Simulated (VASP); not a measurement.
**BaTiO3: single point with PBE+U**

BaTiO3:

```
CELL_PARAMETERS angstrom
3.87217 0.00000 0.00000
0.00000 2.73806 2.73808
0.00000 -2.73806 2.73808
ATOMIC_POSITIONS crystal
Ba 0.00000 0.99598 0.99598
Ti 0.50000 0.49599 0.49599
O 0.50000 0.99598 0.49598
O 0.50000 0.49598 0.99598
O 0.00000 0.49598 0.49598
```

* Program: VASP 6.6.1
* Task: single point
* Functional: PBE
* Potentials or basis: VASP PAW PBE potentials, release 64 (Ba_sv, Ti_sv, O)
* Cutoff: 520 eV
* k mesh: 8 × 8 × 8
* Occupations: gaussian, width 0.02 eV
* Spin: no spin polarisation
* Hubbard terms: Ti d U = 4.0 eV

```json
{
 "Pressure": "30.3 GPa",
 "Band gap on the k mesh": "2.44 eV (least direct gap 2.52 eV)"
}
```

Levels at points of the mesh, in eV from the valence-band top:
```tsv
k point	band 17	band 18	band 19	band 20	band 21	band 22	band 23	band 24
(0.00, 0.00, 0.00)	-1.28	-0.08	-0.08	-0.08	2.44	2.44	2.44	4.61
(0.50, 0.00, 0.00)	-1.84	-1.84	-0.78	-0.78	2.69	4.48	4.48	4.65
(0.00, 0.50, 0.00)	-1.84	-1.84	-0.78	-0.78	2.69	4.48	4.48	4.65
(0.50, 0.50, 0.00)	-1.82	-0.81	-0.81	-0.11	4.50	4.50	4.96	5.60
(0.00, 0.50, 0.50)	-1.82	-0.81	-0.81	-0.11	4.50	4.50	4.96	5.60
(0.50, 0.50, 0.50)	-2.21	0.00	0.00	0.00	5.29	5.29	5.29	7.12
```

Eigenvalues of the final occupation matrices:
```csv
site,spin,trace,eigenvalues
site 2 d,1,0.85,0.11 0.11 0.11 0.26 0.26
site 2 d,2,0.85,0.11 0.11 0.11 0.26 0.26
```

Wall time 3.4 min on 1 thread of Intel Xeon 8259CL, on a shared host, peak memory 0.3 GiB.

Caveat: the cell stands under pressure; spin-orbit coupling is left out, which moves the levels of the heavy elements. A k mesh can miss the band edges.
